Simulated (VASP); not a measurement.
# AlN: single point with PBE

The system is AlN.

```
CELL_PARAMETERS angstrom
3.31212 0.00000 0.00000
-1.65606 2.86838 0.00000
0.00000 0.00000 4.18756
ATOMIC_POSITIONS crystal
Al 0.38563 0.77126 0.75000
Al 0.66667 0.33333 0.25000
N 0.33333 0.66667 0.25000
N 0.66667 0.33333 0.75000
```

This cell differs from its parent crystal: atom 1 (Al) moved by (+0.300, +0.000) A along y and z.

```json
{"Program": "VASP 6.6.1", "Task": "single point", "Functional": "PBE", "Potentials or basis": "VASP PAW PBE potentials, release 64 (Al, N)", "Cutoff": "520 eV", "k mesh": "9 × 9 × 6", "Occupations": "gaussian, width 0.05 eV", "Spin": "no spin polarisation", "Dipole correction": "no", "Further INCAR settings": "ALGO = Normal; EDIFF = 1e-07; NBANDS = 16"}
```

| Property | Result |
| --- | --- |
| Pressure | 9.9 GPa |
| Largest force | 8.867 eV/Å |
| Band gap on the k mesh | 3.20 eV, direct |

Forces on the atoms (eV/Å):
```
Al   0.000 -8.867  0.000
Al   0.000  0.630  0.000
N    0.000  0.636  0.000
N    0.000  7.601  0.000
```

Stress tensor (GPa, compression positive):
```
-7.69  0.00  0.00
 0.00 36.75  0.00
 0.00  0.00  0.50
```

Levels at points of the mesh, in eV from the valence-band top:
```tsv
k point	band 5	band 6	band 7	band 8	band 9	band 10	band 11	band 12
(0.00, 0.00, 0.00)	-2.89	-1.78	-1.33	0.00	3.20	4.37	8.03	8.80
(0.00, 0.00, 0.50)	-2.66	-2.41	-2.36	-1.87	5.56	5.69	8.05	8.37
```

Wall time 28 s on 1 thread of Intel(R) Xeon(R) 6975P-C (Granite Rapids), on a shared host, peak memory 0.19 GiB.

Caveat: the cell differs from its parent crystal (atom 1 (Al) moved by (+0.300, +0.000) A along y and z); forces of over 1 eV/Å act on the atoms, so gaps and moduli don't describe the material at rest.
